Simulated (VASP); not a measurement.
# WC (P-6m2) in VASP: a series of runs

Runs on WC. Level: PBE. Tasks: single point.

All numbers are computed with VASP 6.6.1; they aren't measurements. Logs are shortened: lines on timing, memory, paths and dates and some standing lists are left out, and cuts for length are marked.

## (1) The cell of the first run

Symmetry: P-6m2, No. 187, hexagonal system. The conventional cell has a = 2.887 Å, b = 2.887 Å, c = 2.818 Å, α = 90.00°, β = 90.00°, γ = 120.00°. Within 2.9 Å of W (site symmetry -6m2) lie 6 C at 2.18 Å and 8 W at 2.82 to 2.89 Å. C (site symmetry -6m2) has 6 W at 2.18 Å and 8 C at 2.82 to 2.89 Å within 2.9 Å.

## (2) Single point, PBE

INCAR

```
SYSTEM = WC
PREC = Accurate ; ENCUT = 1300
EDIFF = 1E-6 ; ISMEAR = -1
SIGMA = 0.15 ; LREAL = .FALSE.
LASPH = .TRUE. ; NELM = 120
ALGO = Normal ; ISIF = 2
LWAVE = .FALSE. ; LCHARG = .FALSE.
GGA = PE ; NBANDS = 16
GGA_COMPAT = .FALSE.
```

KPOINTS

```
Automatic mesh
0
G
  11 11 10
  0 0 0
```

POSCAR

```
WC
1.0
    2.8869927008      0.0000000000      0.0000000000
   -1.4434963504      2.5002062024      0.0000000000
    0.0000000000      0.0000000000      2.8175618425
W C
1 1
Direct
    0.0000000000      0.0000000000      0.0000000000
    0.6666666667      0.3333333333      0.5000000000
```

Potentials or basis: VASP PAW PBE potentials, release 64 (W_sv, C_h).

Command:

```sh
$ cat potpaw_PBE.64/W_sv/POTCAR potpaw_PBE.64/C_h/POTCAR > POTCAR
$ mpirun -np 1 vasp_std > vasp.out
```

OUTCAR:

```text
SYSTEM = WC
   PREC = Accurate
   ENCUT = 1300
   EDIFF = 1E-6
   ISMEAR = -1
   LREAL = .FALSE.
   LASPH = .TRUE.
   NELM = 120
   ISIF = 2
   GGA = PE

 ion  position               nearest neighbor table
   1  0.000  0.000  0.000-   2 2.18   2 2.18   2 2.18   2 2.18   2 2.18   2 2.18
   2  0.667  0.333  0.500-   1 2.18   1 2.18   1 2.18   1 2.18   1 2.18   1 2.18

  LATTYP: Found a hexagonal cell.
 ALAT       =     2.8869927008
 C/A-ratio  =     0.9759504559

  Lattice vectors:

 A1 = (   2.8869927008,   0.0000000000,   0.0000000000)
 A2 = (  -1.4434963504,   2.5002062024,   0.0000000000)
 A3 = (   0.0000000000,   0.0000000000,   2.8175618425)

Analysis of symmetry for initial positions (statically):
=====================================================================
 Subroutine PRICEL returns:
 Original cell was already a primitive cell.

 Routine SETGRP: Setting up the symmetry group for a
 hexagonal supercell.

 Subroutine GETGRP returns: Found 12 space group operations
 (whereof 12 operations were pure point group operations)
 out of a pool of 24 trial point group operations.

The static configuration has the point symmetry D_3h.

Analysis of symmetry for dynamics (positions and initial velocities):
=====================================================================
 Subroutine PRICEL returns:
 Original cell was already a primitive cell.

 Routine SETGRP: Setting up the symmetry group for a
 hexagonal supercell.

 Subroutine GETGRP returns: Found 12 space group operations
 (whereof 12 operations were pure point group operations)
 out of a pool of 24 trial point group operations.

The dynamic configuration has the point symmetry D_3h.

 Subroutine INISYM returns: Found 12 space group operations
 (whereof 12 operations are pure point group operations),
 and found     1 'primitive' translations

----------------------------------------------------------------------------------------

                                     Primitive cell

  volume of cell :      20.3374

  direct lattice vectors                    reciprocal lattice vectors
     2.886992701  0.000000000  0.000000000     0.346381201  0.199983505  0.000000000
    -1.443496350  2.500206202  0.000000000     0.000000000  0.399967010  0.000000000
     0.000000000  0.000000000  2.817561842     0.000000000  0.000000000  0.354916788

  length of vectors
[... 74 lines left out ...]
   ISTART =      0    job   : 0-new  1-cont  2-samecut
   ICHARG =      2    charge: 1-file 2-atom 10-const
   ISPIN  =      1    spin polarized calculation?
   LNONCOLLINEAR =      F non collinear calculations
   LSORBIT =      F    spin-orbit coupling
   LASPH  =      T    aspherical Exc in radial PAW
   ENCUT  = 1300.0 eV  95.55 Ry    9.77 a.u.   8.49  8.49  8.28*2*pi/ulx,y,z
   NELM   =    120;   NELMIN=  2; NELMDL= -5     # of ELM steps
   EDIFF  = 0.1E-05   stopping-criterion for ELM
   LREAL  =      F    real-space projection
   EDIFFG = 0.1E-04   stopping-criterion for IOM
   NSW    =      0    number of steps for IOM
   IBRION =     -1    ionic relax: 0-MD 1-quasi-New 2-CG
   NFREE  =      0    steps in history (QN), initial steepest desc. (CG)
   ISIF   =      2    stress and relaxation
   ISYM   =      2    0-nonsym 1-usesym 2-fastsym
   POTIM  = 0.5000    time-step for ionic-motion
   TEBEG  =    0.0;   TEEND  =   0.0 temperature during run
   PSTRESS=    0.0 pullay stress
   NELECT =      18.0000    total number of electrons
   NUPDOWN=      -1.0000    fix difference up-down
   EMIN   =  10.00;   EMAX   =-10.00  energy-range for DOS
   EFERMI =   0.00;   METHOD = LEGACY
   ISMEAR =    -1;   SIGMA  =   0.15  broadening in eV -4-tet -1-fermi 0-gaus
   EFERMI_NEDOS =   21; number of points for ismear=-14 and -15
   IALGO  =     38    algorithm
   IMIX   =      4    mixing-type and parameters
     AMIX     =   0.40;   BMIX     =  1.00
     AMIX_MAG =   1.60;   BMIX_MAG =  1.00
  volume/ion in A,a.u.               =      10.17        68.62
  Fermi-wavevector in a.u.,A,eV,Ry     =   1.571812  2.970295 33.614470  2.470594
  Thomas-Fermi vector in A             =   2.673340
   LORBIT       =      0    0 simple, 1 ext, 2 COOP (PROOUT), +10 PAW based schemes
   GGA     = PE    functional components
   LHFCALC =     F    Hartree Fock is set to
   AEXX    =    0.0000 exact exchange contribution
   IVDW    =     0    specifies the selected vdW correction
   LEPSILON=     F    determine dielectric tensor
   LRPA    =     F    only Hartree local field effects (RPA)
 non-spin polarized calculation
  energy-cutoff  :     1300.00
  volume of cell :       20.34
 maximum number of plane-waves:      2212
 NGX is ok and might be reduce to    36
   NGX = 17   NGY = 17   NGZ = 17

 number of electron      18.0000001 magnetization

 Free energy of the ion-electron system (eV)
  ---------------------------------------------------
  ext. energy  EPLUGINS =         0.00000000
  ---------------------------------------------------
  free energy    TOTEN  =       -22.43164106 eV

  energy without entropy =      -22.40957885  energy(sigma->0) =      -22.42060996

 E-fermi :  11.7717     XC(G=0): -13.9478

 val. band max:       11.7529225419   @ k =   0.2727   0.2727   0.0000
 cond. band min:      11.7819968871   @ k =   0.0000   0.0000   0.1000
 fundamental gap:      0.0290743452
 Fermi energy:        11.7717230904

 k-point     1 :       0.0000    0.0000    0.0000
  band No.  band energies     occupation
      1     -62.2470      2.00000
      2     -26.2289      2.00000
      3     -26.1183      2.00000
      4     -26.1183      2.00000
      5      -2.8990      2.00000
      6       7.2810      2.00000
[... 433 lines left out ...]
      3     -26.2488      2.00000
      4     -26.2240      2.00000
      5      -1.3069      2.00000
      6       6.3448      2.00000
[... 8 lines left out ...]
     15      25.3906      0.00000
     16      29.7351      0.00000

 [... further k-points ...]
[... 5 lines left out ...]
  --------------------------------------------------------------------------------------
  -------------------------------------------------------------------------------------
  Total        1.9361962      1.9361919      2.0192442      0.0000000      0.0000000     -0.0000000
  in kB      152.5334094    152.5330657    159.0759252      0.0000000      0.0000000     -0.0000000
  external PRESSURE =     154.7141335 kB  Pullay stress =       0.0000000 kB

 VOLUME and BASIS-vectors are now :
 -----------------------------------------------------------------------------
  energy-cutoff  :     1300.00
  volume of cell :       20.34
      direct lattice vectors                 reciprocal lattice vectors
     2.886992701  0.000000000  0.000000000     0.346381201  0.199983505  0.000000000
    -1.443496350  2.500206202  0.000000000     0.000000000  0.399967010  0.000000000
     0.000000000  0.000000000  2.817561842     0.000000000  0.000000000  0.354916788

 POSITION                                       TOTAL-FORCE (eV/Angst)
 -----------------------------------------------------------------------------------
      0.00000      0.00000      0.00000         0.000000      0.000000      0.000000
      1.44350      0.83340      1.40878        -0.000000     -0.000000      0.000000
 -----------------------------------------------------------------------------------
    total drift:                               -0.000000     -0.000010      0.000000

  FREE ENERGIE OF THE ION-ELECTRON SYSTEM (eV)
  ---------------------------------------------------
  free  energy   TOTEN  =       -22.4316410599 eV

  energy  without entropy=      -22.4095788526  energy(sigma->0) =      -22.42060996
```

Wall time 2.1 min (1 thread of Intel Xeon Platinum 8375C at 2.90GHz (Ice Lake), shared host); peak memory 0.3 GiB.

Results:

- Free energy: -22.4316 eV
- Pressure: 15.5 GPa
- Band gap on the k mesh: zero (bands 9 and 10 overlap by 1.25 eV)

Stress tensor (GPa, compression positive):
```
15.25  0.00  0.00
 0.00 15.25  0.00
 0.00  0.00 15.91
```

Caveat: the cell stands under pressure; spin-orbit coupling is left out, which moves the levels of the heavy elements.

## (3) Single point, PBE

This run uses another cell than the first one, of 10.79 Å³/atom.

INCAR

```
PREC     = Accurate       # precision mode
ENCUT    = 1300           # plane-wave cutoff, eV
EDIFF    = 1E-6           # SCF threshold, eV
ISMEAR   = -1             # smearing method
SIGMA    = 0.15           # smearing width, eV
LREAL    = F              # projectors in reciprocal space
LASPH    = T              # aspherical terms in the spheres
NELM     = 120            # most SCF steps
ALGO     = Normal         # electronic algorithm
ISIF     = 2              # what is computed and relaxed
LWAVE    = F              # write WAVECAR
LCHARG   = F              # write CHGCAR
GGA      = PE             # functional
NBANDS   = 16             # bands
GGA_COMPAT= F
```

KPOINTS

```
regular mesh
0
Gamma
  11 11 10
```

POSCAR

```
WC
1.0
    2.9447478072      0.0000000000      0.0000000000
   -1.4723739036      2.5502235354      0.0000000000
    0.0000000000      0.0000000000      2.8739279649
W C
1 1
Direct
    0.0000000000      0.0000000000      0.0000000000
    0.6666666667      0.3333333333      0.5000000000
```

Potentials or basis: VASP PAW PBE potentials, release 64 (W_sv, C_h).

Command:

```sh
$ cat potpaw_PBE.64/W_sv/POTCAR potpaw_PBE.64/C_h/POTCAR > POTCAR
$ mpirun -np 1 vasp_std > vasp.out
```

OUTCAR:

```text
PREC = Accurate
   ENCUT = 1300
   EDIFF = 1E-6
   ISMEAR = -1
   LREAL = F
   LASPH = T
   NELM = 120
   ISIF = 2
   GGA = PE

 ion  position               nearest neighbor table
   1  0.000  0.000  0.000-   2 2.23   2 2.23   2 2.23   2 2.23   2 2.23   2 2.23
   2  0.667  0.333  0.500-   1 2.23   1 2.23   1 2.23   1 2.23   1 2.23   1 2.23

  LATTYP: Found a hexagonal cell.
 ALAT       =     2.9447478072
 C/A-ratio  =     0.9759504559

  Lattice vectors:

 A1 = (   2.9447478072,   0.0000000000,   0.0000000000)
 A2 = (  -1.4723739036,   2.5502235354,   0.0000000000)
 A3 = (   0.0000000000,   0.0000000000,   2.8739279649)

Analysis of symmetry for initial positions (statically):
=====================================================================
 Subroutine PRICEL returns:
 Original cell was already a primitive cell.

 Routine SETGRP: Setting up the symmetry group for a
 hexagonal supercell.

 Subroutine GETGRP returns: Found 12 space group operations
 (whereof 12 operations were pure point group operations)
 out of a pool of 24 trial point group operations.

The static configuration has the point symmetry D_3h.

Analysis of symmetry for dynamics (positions and initial velocities):
=====================================================================
 Subroutine PRICEL returns:
 Original cell was already a primitive cell.

 Routine SETGRP: Setting up the symmetry group for a
 hexagonal supercell.

 Subroutine GETGRP returns: Found 12 space group operations
 (whereof 12 operations were pure point group operations)
 out of a pool of 24 trial point group operations.

The dynamic configuration has the point symmetry D_3h.

 Subroutine INISYM returns: Found 12 space group operations
 (whereof 12 operations are pure point group operations),
 and found     1 'primitive' translations

----------------------------------------------------------------------------------------

                                     Primitive cell

  volume of cell :      21.5825

  direct lattice vectors                    reciprocal lattice vectors
     2.944747807  0.000000000  0.000000000     0.339587654  0.196061244  0.000000000
    -1.472373904  2.550223535  0.000000000     0.000000000  0.392122489  0.000000000
     0.000000000  0.000000000  2.873927965     0.000000000  0.000000000  0.347955833

  length of vectors
     2.944747807  2.944745319  2.873927965     0.392122158  0.392122489  0.347955833

  position of ions in fractional coordinates (direct lattice)
     0.000000000  0.000000000  0.000000000
     0.666666667  0.333333333  0.500000000

  ion indices of the primitive-cell ions
   primitive index   ion index
                 1           1
                 2           2

----------------------------------------------------------------------------------------

 KPOINTS: regular mesh

Automatic generation of k-mesh.
 Grid dimensions read from file:
 generate k-points for:   11   11   10

 Generating k-lattice:

  Cartesian coordinates                     Fractional coordinates (reciprocal lattice)
     0.030871605  0.017823749  0.000000000     0.090909091  0.000000000  0.000000000
     0.000000000  0.035647499  0.000000000     0.000000000  0.090909091  0.000000000
     0.000000000  0.000000000  0.034795583     0.000000000  0.000000000  0.100000000

  Length of vectors
     0.035647469  0.035647499  0.034795583

  Shift w.r.t. Gamma in fractional coordinates (k-lattice)
     0.000000000  0.000000000  0.000000000

 Subroutine IBZKPT returns following result:
 ===========================================

 Found     96 irreducible k-points:

 Following reciprocal coordinates:
            Coordinates               Weight
  0.000000  0.000000  0.000000      1.000000
  0.090909  0.000000  0.000000      6.000000
  0.181818  0.000000  0.000000      6.000000
  0.272727  0.000000  0.000000      6.000000
  0.363636  0.000000  0.000000      6.000000
  0.454545  0.000000  0.000000      6.000000
[... 16 lines left out ...]
  0.090909  0.090909  0.100000     12.000000
  0.181818  0.090909  0.100000     24.000000
 [... further k-points ...]
   k-points           NKPTS =     96   k-points in BZ     NKDIM =     96   number of bands    NBANDS=     16
   number of dos      NEDOS =    301   number of ions     NIONS =      2
   total plane-waves  NPLWV =  46656
   dimension x,y,z NGX =    36 NGY =   36 NGZ =   36
   dimension x,y,z NGXF=    72 NGYF=   72 NGZF=   72
   ions per type =               1   1
   NGX,Y,Z   is equivalent  to a cutoff of  20.32, 20.32, 20.82 a.u.
   NGXF,Y,Z  is equivalent  to a cutoff of  40.65, 40.65, 41.65 a.u.
 SYSTEM =  unknown system
   PREC   = accura    normal or accurate (medium, high low for compatibility)
   ISTART =      0    job   : 0-new  1-cont  2-samecut
   ICHARG =      2    charge: 1-file 2-atom 10-const
   ISPIN  =      1    spin polarized calculation?
   LNONCOLLINEAR =      F non collinear calculations
   LSORBIT =      F    spin-orbit coupling
   LASPH  =      T    aspherical Exc in radial PAW
   ENCUT  = 1300.0 eV  95.55 Ry    9.77 a.u.   8.66  8.66  8.45*2*pi/ulx,y,z
   NELM   =    120;   NELMIN=  2; NELMDL= -5     # of ELM steps
   EDIFF  = 0.1E-05   stopping-criterion for ELM
   LREAL  =      F    real-space projection
   EDIFFG = 0.1E-04   stopping-criterion for IOM
   NSW    =      0    number of steps for IOM
   IBRION =     -1    ionic relax: 0-MD 1-quasi-New 2-CG
   NFREE  =      0    steps in history (QN), initial steepest desc. (CG)
   ISIF   =      2    stress and relaxation
   ISYM   =      2    0-nonsym 1-usesym 2-fastsym
   POTIM  = 0.5000    time-step for ionic-motion
   TEBEG  =    0.0;   TEEND  =   0.0 temperature during run
   PSTRESS=    0.0 pullay stress
   NELECT =      18.0000    total number of electrons
   NUPDOWN=      -1.0000    fix difference up-down
   EMIN   =  10.00;   EMAX   =-10.00  energy-range for DOS
   EFERMI =   0.00;   METHOD = LEGACY
   ISMEAR =    -1;   SIGMA  =   0.15  broadening in eV -4-tet -1-fermi 0-gaus
   EFERMI_NEDOS =   21; number of points for ismear=-14 and -15
   IALGO  =     38    algorithm
   IMIX   =      4    mixing-type and parameters
     AMIX     =   0.40;   BMIX     =  1.00
     AMIX_MAG =   1.60;   BMIX_MAG =  1.00
  volume/ion in A,a.u.               =      10.79        72.82
  Fermi-wavevector in a.u.,A,eV,Ry     =   1.540984  2.912038 32.308844  2.374633
  Thomas-Fermi vector in A             =   2.646994
   LORBIT       =      0    0 simple, 1 ext, 2 COOP (PROOUT), +10 PAW based schemes
   GGA     = PE    functional components
   LHFCALC =     F    Hartree Fock is set to
   AEXX    =    0.0000 exact exchange contribution
   IVDW    =     0    specifies the selected vdW correction
   LEPSILON=     F    determine dielectric tensor
   LRPA    =     F    only Hartree local field effects (RPA)
 non-spin polarized calculation
  energy-cutoff  :     1300.00
  volume of cell :       21.58
 maximum number of plane-waves:      2312
 NGX is ok and might be reduce to    36
   NGX = 17   NGY = 17   NGZ = 17

 number of electron      18.0000000 magnetization

 Free energy of the ion-electron system (eV)
  ---------------------------------------------------
  ext. energy  EPLUGINS =         0.00000000
  ---------------------------------------------------
  free energy    TOTEN  =       -22.45524548 eV

  energy without entropy =      -22.43200525  energy(sigma->0) =      -22.44362536

 E-fermi :  10.8979     XC(G=0): -13.6157

 val. band max:       10.8724211317   @ k =   0.4545   0.0000   0.5000
 cond. band min:      10.9081989146   @ k =   0.0000   0.0000   0.1000
 fundamental gap:      0.0357777829
 Fermi energy:        10.8979112414

 k-point     1 :       0.0000    0.0000    0.0000
  band No.  band energies     occupation
      1     -63.2397      2.00000
      2     -27.2223      2.00000
      3     -27.1300      2.00000
      4     -27.1299      2.00000
      5      -3.3060      2.00000
      6       6.7515      2.00000
[... 8 lines left out ...]
     15      24.8156      0.00000
     16      27.2253      0.00000

 k-point     2 :       0.0909    0.0000    0.0000
  band No.  band energies     occupation
      1     -63.2359      2.00000
      2     -27.2148      2.00000
      3     -27.1886      2.00000
      4     -27.1433      2.00000
      5      -3.1010      2.00000
      6       6.7887      2.00000
[... 8 lines left out ...]
     15      24.4667      0.00000
     16      27.6584      0.00000
[... 387 lines left out ...]
      5      -2.5022      2.00000
      6       6.5716      2.00000
[... 8 lines left out ...]
     15      24.1685      0.00000
     16      28.0437      0.00000

 k-point    24 :       0.1818    0.0909    0.1000
  band No.  band energies     occupation
      1     -63.2138      2.00000
      2     -27.4521      2.00000
      3     -27.2391      2.00000
      4     -27.2155      2.00000
      5      -1.8277      2.00000
      6       5.7999      2.00000
[... 8 lines left out ...]
     15      24.1434      0.00000
     16      28.2186      0.00000

 [... further k-points ...]
[... 5 lines left out ...]
  --------------------------------------------------------------------------------------
  -------------------------------------------------------------------------------------
  Total       -0.9893109     -0.9893087     -1.3682458      0.0000000     -0.0000000      0.0000000
  in kB      -73.4414319    -73.4412664   -101.5716383      0.0000000     -0.0000000      0.0000000
  external PRESSURE =     -82.8181122 kB  Pullay stress =       0.0000000 kB

 VOLUME and BASIS-vectors are now :
 -----------------------------------------------------------------------------
  energy-cutoff  :     1300.00
  volume of cell :       21.58
      direct lattice vectors                 reciprocal lattice vectors
     2.944747807  0.000000000  0.000000000     0.339587654  0.196061244  0.000000000
    -1.472373904  2.550223535  0.000000000     0.000000000  0.392122489  0.000000000
     0.000000000  0.000000000  2.873927965     0.000000000  0.000000000  0.347955833

 POSITION                                       TOTAL-FORCE (eV/Angst)
 -----------------------------------------------------------------------------------
      0.00000      0.00000      0.00000        -0.000000      0.000000      0.000000
      1.47237      0.85007      1.43696         0.000000      0.000000      0.000000
 -----------------------------------------------------------------------------------
    total drift:                               -0.000000     -0.000010      0.000000

  FREE ENERGIE OF THE ION-ELECTRON SYSTEM (eV)
  ---------------------------------------------------
  free  energy   TOTEN  =       -22.4552454767 eV

  energy  without entropy=      -22.4320052455  energy(sigma->0) =      -22.44362536
```

Wall time 75 s (1 thread of Intel Xeon Platinum 8488C (Sapphire Rapids), shared host); peak memory 0.3 GiB.

Results:

- Free energy: -22.4552 eV
- Pressure: -8.3 GPa
- Band gap on the k mesh: zero (bands 9 and 10 overlap by 1.18 eV)

Stress tensor (GPa, compression positive):
```
 -7.34   0.00   0.00
  0.00  -7.34   0.00
  0.00   0.00 -10.16
```

Levels at points of the mesh, in eV from the Fermi level:
```
           k point  band 6  band 7  band 8  band 9  band 10  band 11  band 12  band 13
(0.00, 0.00, 0.00)   -4.15   -3.22   -3.22    0.02     3.00     3.00     5.35     5.35
(0.00, 0.00, 0.50)   -8.46   -1.97   -1.97   -0.59    -0.59     3.45     4.36     4.36
```

Caveat: the cell stands under tension; spin-orbit coupling is left out, which moves the levels of the heavy elements.

(Continued in part 2 of 2.)

The gap in the log of VASP goes by the Fermi energy; the results here count the filled bands.